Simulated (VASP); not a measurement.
A run of VASP 6.6.1 is set up as follows.

The input INCAR:

```
SYSTEM = Ge
PREC = Accurate ; ENCUT = 520
EDIFF = 1E-6 ; ISMEAR = 0
SIGMA = 0.15 ; LREAL = .FALSE.
LASPH = .TRUE. ; NELM = 80
ALGO = Fast ; ISIF = 2
LWAVE = .FALSE. ; LCHARG = .FALSE.
GGA = CA ; NBANDS = 66
```

KPOINTS

```
Automatic mesh
0
G
  9 9 9
  0 0 0
```

File POSCAR:

```
Ge
1.0
    4.9777000000      2.8738764349      1.8431333333
   -4.9777000000      2.8738764349      1.8431333333
    0.0000000000     -5.7477528699      1.8431333333
Ge
8
Direct
    0.7160372198      0.7160372198      0.7160372198
    0.2839627802      0.2839627802      0.2839627802
    0.0289443365      0.7253625346      0.5322921793
    0.5322921793      0.0289443365      0.7253625346
    0.7253625346      0.5322921793      0.0289443365
    0.9710556635      0.2746374654      0.4677078207
    0.4677078207      0.9710556635      0.2746374654
    0.2746374654      0.4677078207      0.9710556635
```

Potentials or basis: VASP PAW LDA potentials, release 64 (Ge_d).

Launch:

```console
$ cat potpaw_LDA.64/Ge_d/POTCAR > POTCAR
$ mpirun -np 1 vasp_std > vasp.out
```

**Question.** Estimate the pressure.

**Answer.** 1.4 GPa.

**Question.** Estimate the band gap on the k mesh.

**Answer.** Zero (bands 56 and 57 overlap by 0.37 eV).

**Question.** What does it give for the largest force?

**Answer.** 0.853 eV/Å.

Stress tensor (GPa, compression positive):
```
-2.07  0.00  0.00
 0.00 -2.07  0.00
 0.00  0.00  8.24
```

Caveat: semilocal functionals underestimate gaps, so a narrow gap can read as zero.
